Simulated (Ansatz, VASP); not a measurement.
## Si2Mo: VASP beside Ansatz

```
CELL_PARAMETERS angstrom
-1.60000 1.60000 4.00911
1.60000 -1.60000 4.00911
1.60000 1.60000 -4.00911
ATOMIC_POSITIONS crystal
Si 0.33538 0.33538 0.00000
Si 0.66462 0.66462 0.00000
Mo 0.00000 0.00000 0.00000
```

Change from the starting cell: z stretched by +2 %, ions relaxed.

Alike in both runs: functional PBE; k mesh 20 × 20 × 20; occupations fermi-dirac, width 0.05 eV; no spin polarisation.

Ansatz relaxed the structure, and its values are those at the end. VASP's run is a single point on that final structure, the one shown.

|  | VASP | Ansatz |
| --- | --- | --- |
| version | VASP 6.6.1 | Ansatz 0.2.0 |
| potentials or method | VASP PAW PBE potentials, release 64 (Si, Mo_sv) | plane-wave PAW, scalar-relativistic |
| plane-wave cutoff (eV) | 520 | 420 |
| valence electrons in the cell | 22 | 22 |

Ansatz gave:

| Item | Value |
| --- | --- |
| pressure (GPa) | -1.8 |
| rms of the force components (eV/Å) | 0.007 |

**Question.** Estimate VASP's values.

**Answer.** Pressure (GPa): -1.7; rms of the force components (eV/Å): 0.004.

Ansatz's warnings: stress scf threshold loose.
